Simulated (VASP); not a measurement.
# P (Cmce) in VASP: a series of runs, part 2 of 3

VASP 6.6.1. Earlier steps stand in the parts before.

### Step 4. Single point, r2SCAN

Contents of POSCAR:

```
P
1.0
    1.6518921853     -5.3432539616      0.0000000000
    1.6518921853      5.3432539616      0.0000000000
    0.0000000000      0.0000000000      4.4650360509
P
4
Direct
    0.9008923495      0.0991076505      0.0850440347
    0.5991076505      0.4008923495      0.5850440347
    0.0991076505      0.9008923495      0.9149559653
    0.4008923495      0.5991076505      0.4149559653
```

Contents of INCAR.step1:

```
  PREC = Accurate
  ENCUT = 520
  ISMEAR = -1
  SIGMA = 0.02
  LREAL = F
  LASPH = T
  NELM = 80
  NBANDS = 18
  GGA = PE
  ALGO = Normal
  EDIFF = 1E-4
  LWAVE = T
  LCHARG = F
```

Contents of INCAR.step2:

```
  PREC = Accurate
  ENCUT = 520
  EDIFF = 1E-6
  ISMEAR = -1
  SIGMA = 0.02
  LREAL = F
  LASPH = T
  NELM = 80
  ALGO = Normal
  ISIF = 2
  LWAVE = F
  LCHARG = F
  METAGGA = R2SCAN
  LMIXTAU = T
  NBANDS = 18
  ISTART = 1
```

Contents of KPOINTS:

```
regular mesh
0
Gamma
  8 8 6
```

Potentials or basis: VASP PAW PBE potentials, release 64 (P).

Run with:

```bash
cat potpaw_PBE.64/P/POTCAR > POTCAR
cp INCAR.step1 INCAR
mpirun -np 1 vasp_std > vasp.out
cp INCAR.step2 INCAR
mpirun -np 1 vasp_std > vasp.out
```

OUTCAR:

```text
PREC = Accurate
   ENCUT = 520
   EDIFF = 1E-6
   ISMEAR = -1
   LREAL = F
   LASPH = T
   NELM = 80
   ISIF = 2
   METAGGA = R2SCAN
   ISTART = 1

 ion  position               nearest neighbor table
   1  0.901  0.099  0.085-   4 2.21   4 2.21   3 2.25
   2  0.599  0.401  0.585-   3 2.21   3 2.21   4 2.25
   3  0.099  0.901  0.915-   2 2.21   2 2.21   1 2.25
   4  0.401  0.599  0.415-   1 2.21   1 2.21   2 2.25

  LATTYP: Found a base centered orthorhombic cell.
 ALAT       =     3.3037843706
 B/A-ratio  =     3.2346263328
 C/A-ratio  =     1.3514913657

  Lattice vectors:

 A1 = (   1.6518921853,  -5.3432539616,   0.0000000000)
 A2 = (   1.6518921853,   5.3432539616,   0.0000000000)
 A3 = (   0.0000000000,   0.0000000000,   4.4650360509)

Analysis of symmetry for initial positions (statically):
=====================================================================
 Subroutine PRICEL returns:
 Original cell was already a primitive cell.

 Routine SETGRP: Setting up the symmetry group for a
 base centered orthorhombic supercell.

 Subroutine GETGRP returns: Found  8 space group operations
 (whereof  4 operations were pure point group operations)
 out of a pool of  8 trial point group operations.

The static configuration has the point symmetry C_2h.
 The point group associated with its full space group is D_2h.

Analysis of symmetry for dynamics (positions and initial velocities):
=====================================================================
 Subroutine PRICEL returns:
 Original cell was already a primitive cell.

 Routine SETGRP: Setting up the symmetry group for a
 base centered orthorhombic supercell.

 Subroutine GETGRP returns: Found  8 space group operations
 (whereof  4 operations were pure point group operations)
 out of a pool of  8 trial point group operations.

The dynamic configuration has the point symmetry C_2h.
 The point group associated with its full space group is D_2h.

 Subroutine INISYM returns: Found  8 space group operations
 (whereof  4 operations are pure point group operations),
 and found     1 'primitive' translations

----------------------------------------------------------------------------------------

                                     Primitive cell

  volume of cell :      78.8211

  direct lattice vectors                    reciprocal lattice vectors
     1.651892185 -5.343253962  0.000000000     0.302683192 -0.093575938  0.000000000
     1.651892185  5.343253962  0.000000000     0.302683192  0.093575938  0.000000000
     0.000000000  0.000000000  4.465036051     0.000000000  0.000000000  0.223962357

  length of vectors
     5.592773077  5.592773077  4.465036051     0.316817883  0.316817883  0.223962357

  position of ions in fractional coordinates (direct lattice)
     0.900892349  0.099107651  0.085044035
     0.599107651  0.400892349  0.585044035
     0.099107651  0.900892349  0.914955965
     0.400892349  0.599107651  0.414955965

  ion indices of the primitive-cell ions
   primitive index   ion index
                 1           1
                 2           2
                 3           3
                 4           4
[... 21 lines left out ...]

 Subroutine IBZKPT returns following result:
 ===========================================

 Found     84 irreducible k-points:

 Following reciprocal coordinates:
            Coordinates               Weight
  0.000000  0.000000  0.000000      1.000000
  0.125000  0.000000  0.000000      4.000000
  0.250000  0.000000  0.000000      4.000000
  0.375000  0.000000  0.000000      4.000000
  0.500000  0.000000  0.000000      2.000000
  0.125000  0.125000  0.000000      2.000000
[... 16 lines left out ...]
  0.125000  0.000000  0.166667      8.000000
  0.250000  0.000000  0.166667      8.000000
 [... further k-points ...]
   k-points           NKPTS =     84   k-points in BZ     NKDIM =     84   number of bands    NBANDS=     18
   number of dos      NEDOS =    301   number of ions     NIONS =      4
   total plane-waves  NPLWV =  63504
   dimension x,y,z NGX =    42 NGY =   42 NGZ =   36
   dimension x,y,z NGXF=    84 NGYF=   84 NGZF=   72
   ions per type =               4
   NGX,Y,Z   is equivalent  to a cutoff of  12.48, 12.48, 13.40 a.u.
   NGXF,Y,Z  is equivalent  to a cutoff of  24.97, 24.97, 26.81 a.u.
 SYSTEM =  unknown system
   PREC   = accura    normal or accurate (medium, high low for compatibility)
   ISTART =      1    job   : 0-new  1-cont  2-samecut
   ICHARG =      0    charge: 1-file 2-atom 10-const
   ISPIN  =      1    spin polarized calculation?
   LNONCOLLINEAR =      F non collinear calculations
   LSORBIT =      F    spin-orbit coupling
   LASPH  =      T    aspherical Exc in radial PAW
   ENCUT  =  520.0 eV  38.22 Ry    6.18 a.u.  10.40 10.40  8.30*2*pi/ulx,y,z
   NELM   =     80;   NELMIN=  2; NELMDL=  0     # of ELM steps
   EDIFF  = 0.1E-05   stopping-criterion for ELM
   LREAL  =      F    real-space projection
   EDIFFG = 0.1E-04   stopping-criterion for IOM
   NSW    =      0    number of steps for IOM
   IBRION =     -1    ionic relax: 0-MD 1-quasi-New 2-CG
   NFREE  =      0    steps in history (QN), initial steepest desc. (CG)
   ISIF   =      2    stress and relaxation
   ISYM   =      2    0-nonsym 1-usesym 2-fastsym
   POTIM  = 0.5000    time-step for ionic-motion
   TEBEG  =    0.0;   TEEND  =   0.0 temperature during run
   PSTRESS=    0.0 pullay stress
   NELECT =      20.0000    total number of electrons
   NUPDOWN=      -1.0000    fix difference up-down
   EMIN   =  10.00;   EMAX   =-10.00  energy-range for DOS
   EFERMI =   0.00;   METHOD = LEGACY
   ISMEAR =    -1;   SIGMA  =   0.02  broadening in eV -4-tet -1-fermi 0-gaus
   EFERMI_NEDOS =   21; number of points for ismear=-14 and -15
   IALGO  =     38    algorithm
   IMIX   =      4    mixing-type and parameters
     AMIX     =   0.40;   BMIX     =  1.00
     AMIX_MAG =   1.60;   BMIX_MAG =  1.00
  volume/ion in A,a.u.               =      19.71       132.98
  Fermi-wavevector in a.u.,A,eV,Ry     =   1.036424  1.958557 14.615026  1.074174
  Thomas-Fermi vector in A             =   2.170814
   LORBIT       =      0    0 simple, 1 ext, 2 COOP (PROOUT), +10 PAW based schemes
   METAGGA = R2SCAN    functional components
   LHFCALC =     F    Hartree Fock is set to
   AEXX    =    0.0000 exact exchange contribution
   IVDW    =     0    specifies the selected vdW correction
   LEPSILON=     F    determine dielectric tensor
   LRPA    =     F    only Hartree local field effects (RPA)
 non-spin polarized calculation
  energy-cutoff  :      520.00
  volume of cell :       78.82
 maximum number of plane-waves:      2145
 NGX is ok and might be reduce to    42
   NGX = 21   NGY = 21   NGZ = 17

 number of electron      20.0000000 magnetization

 Free energy of the ion-electron system (eV)
  ---------------------------------------------------
  ext. energy  EPLUGINS =         0.00000000
  ---------------------------------------------------
  free energy    TOTEN  =       -35.90695494 eV

  energy without entropy =      -35.90682352  energy(sigma->0) =      -35.90688923

 E-fermi :   6.3346     XC(G=0): -10.0880

 val. band max:        6.3199611883   @ k =   0.5000   0.5000   0.0000
 cond. band min:       6.3491518662   @ k =   0.5000   0.5000   0.0000
 fundamental gap:      0.0291906780
 Fermi energy:         6.3345567594

 k-point     1 :       0.0000    0.0000    0.0000
  band No.  band energies     occupation
      1     -10.4351      2.00000
      2      -7.4299      2.00000
      3      -3.9511      2.00000
      4      -1.0145      2.00000
      5       1.0883      2.00000
      6       1.2165      2.00000
[... 481 lines left out ...]
      5      -0.3343      2.00000
      6       0.0369      2.00000
[... 10 lines left out ...]
     17      12.1248      0.00000
     18      13.5273      0.00000

 [... further k-points ...]

------------------------ aborting loop because EDIFF is reached ----------------------------------------

  FORCE on cell =-STRESS in cart. coord.  units (eV):
  Direction    XX          YY          ZZ          XY          YZ          ZX
  --------------------------------------------------------------------------------------
  -------------------------------------------------------------------------------------
  Total       -0.0269032      0.0854305      0.0167974      0.0000000      0.0000000      0.0000000
  in kB       -0.5468550      1.7365260      0.3414370      0.0000000      0.0000000      0.0000000
  external PRESSURE =       0.5103693 kB  Pullay stress =       0.0000000 kB

 VOLUME and BASIS-vectors are now :
 -----------------------------------------------------------------------------
  energy-cutoff  :      520.00
  volume of cell :       78.82
      direct lattice vectors                 reciprocal lattice vectors
     1.651892185 -5.343253962  0.000000000     0.302683192 -0.093575938  0.000000000
     1.651892185  5.343253962  0.000000000     0.302683192  0.093575938  0.000000000
     0.000000000  0.000000000  4.465036051     0.000000000  0.000000000  0.223962357

 POSITION                                       TOTAL-FORCE (eV/Angst)
 -----------------------------------------------------------------------------------
      1.65189     -4.28414      0.37972         0.000000     -0.104985      0.112595
      1.65189     -1.05911      2.61224         0.000000      0.104985      0.112595
      1.65189      4.28414      4.08531         0.000000      0.104985     -0.112595
      1.65189      1.05911      1.85279         0.000000     -0.104985     -0.112595
 -----------------------------------------------------------------------------------
    total drift:                                0.000000      0.000000      0.000000

  FREE ENERGIE OF THE ION-ELECTRON SYSTEM (eV)
  ---------------------------------------------------
  free  energy   TOTEN  =       -35.9069549377 eV

  energy  without entropy=      -35.9068235158  energy(sigma->0) =      -35.90688923
```

Wall time 3.7 min (1 thread of Intel Xeon 6975P-C (Granite Rapids), shared host); peak memory 0.28 GiB.

What came out:

- Free energy: -35.9070 eV
- Pressure: 0.1 GPa
- Largest force: 0.154 eV/Å
- Band gap on the k mesh: 0.03 eV

Forces in eV/Å, atoms in the order of the input:
```
P    0.000 -0.105  0.113
P    0.000  0.105  0.113
P    0.000  0.105 -0.113
P    0.000 -0.105 -0.113
```

Caveat: the PAW data sets were made with another functional, which shifts forces and pressure a little.

[end of part 2 of 3]
